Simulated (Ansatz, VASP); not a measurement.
ZnS in VASP and in Ansatz

POSCAR

```
ZnS
1.0
    3.8109987816      0.0000000000      0.0000000000
   -1.9054993908      3.3004217586      0.0000000000
    0.0000000000      0.0000000000      6.2340000000
Zn S
2 2
Direct
    0.2674831703      0.6184610016     -0.0360923965
    0.6666666667      0.3333333333      0.5000000000
    0.3333333333      0.6666666667      0.3850000000
    0.6666666667      0.3333333333      0.8850000000
```

File INCAR.step1:

```
PREC = Accurate ; ENCUT = 520
ISMEAR = 0 ; SIGMA = 0.05
LREAL = False ; LASPH = True
NELM = 60 ; NBANDS = 26
GGA = PE ; ALGO = Normal
EDIFF = 1E-4 ; LWAVE = True
LCHARG = False
```

File INCAR.step2:

```
PREC = Accurate ; ENCUT = 520
EDIFF = 1E-6 ; ISMEAR = 0
SIGMA = 0.05 ; LREAL = False
LASPH = True ; NELM = 60
ALGO = Normal ; ISIF = 2
LWAVE = False ; LCHARG = True
METAGGA = R2SCAN ; LMIXTAU = True
LELF = True ; LVHAR = True
NBANDS = 26 ; ISTART = 1
```

File KPOINTS:

```
Automatic mesh
0
Gamma
  6 6 4
```

Input for Ansatz:

```yaml
crystal:
  lattice:
    - [3.8109987816, 0.0, 0.0]
    - [-1.9054993908, 3.3004217586, 0.0]
    - [0.0, 0.0, 6.234]
  atoms:
    - { symbol: Zn, position: [0.2674831703, 0.6184610016, -0.0360923965] }
    - { symbol: Zn, position: [0.6666666667, 0.3333333333, 0.5] }
    - { symbol: S, position: [0.3333333333, 0.6666666667, 0.385] }
    - { symbol: S, position: [0.6666666667, 0.3333333333, 0.885] }
basis:
  ecutwfc: 500
kpoints:
  mp_grid: { grid: [6, 6, 4] }
hamiltonian:
  xc: r2scan
scf:
  occupations: { method: gaussian, width: 0.05 }
output:
  forces: true
  stress: true
  eigenvalues: true
  write_density: true
  write_potential: true
  elf: true
  volumetric_format: npy
```

Alike in both runs: task single point; functional r2SCAN; k mesh 6 × 6 × 4; occupations gaussian, width 0.05 eV; no spin polarisation.

```csv
,VASP,Ansatz
version,VASP 6.6.1,Ansatz 0.2.0
potentials or method,"VASP PAW PBE potentials, release 64 (Zn, S), cutoff 520 eV","scalar-relativistic, plane waves, PAW"
valence electrons in the cell,36,36
```

|  | VASP | Ansatz | Ansatz less VASP |
| --- | --- | --- | --- |
| gap on the k mesh at the Fermi level (eV) | 2.64 | 2.64 | -0.005 |
| least direct gap on the mesh (eV) | 2.64 | 2.64 | -0.005 |
| pressure (GPa) | 2.9 | 2.7 | -0.15 |
| traceless stress, the component that is largest in VASP (GPa) | 5.36 | 5.28 | -0.071 |
| rms of the force components (eV/Å) | 1.333 | 1.317 | -0.0151 |

VASP's potentials were made for PBE, not for r2SCAN. Atom by atom the forces differ by 0.016 eV/Å (rms over components).
